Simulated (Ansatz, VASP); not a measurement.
## Two plane-wave programs on W

```
CELL_PARAMETERS angstrom
6.32000 0.00000 0.00000
0.00000 6.32000 0.00000
0.00000 0.00000 6.32000
ATOMIC_POSITIONS crystal
W 0.24752 0.75248 0.75248
W 0.50000 0.00000 0.00000
W 0.00000 0.50000 0.00000
W 0.00000 0.00000 0.50000
W 0.24752 0.24752 0.24752
W 0.50000 0.50000 0.00000
W 0.50000 0.00000 0.50000
W 0.75248 0.24752 0.24752
W 0.00000 0.50000 0.50000
W 0.24752 0.75248 0.24752
W 0.24752 0.24752 0.75248
W 0.50000 0.50000 0.50000
W 0.75248 0.75248 0.24752
W 0.75248 0.24752 0.75248
W 0.75248 0.75248 0.75248
```

Alike in both runs: functional PBE; dispersion D3(BJ); k mesh 3 × 3 × 3; occupations gaussian, width 0.1 eV; no spin polarisation.

Ansatz relaxed the structure, and its values are those at the end. VASP's run is a single point on that final structure, the one shown.

|  | VASP | Ansatz |
| --- | --- | --- |
| version | VASP 6.6.1 | Ansatz 0.2.0 |
| potentials or method | VASP PAW PBE potentials, release 64 (W_sv), cutoff 520 eV | scalar-relativistic, plane waves, PAW |
| valence electrons in the cell | 210 | 210 |

Ansatz gave:

```
rms of the force components (eV/Å) : 0.004
```

Which values does VASP return?

rms of the force components (eV/Å): 0.009.

Spin-orbit coupling is off throughout.
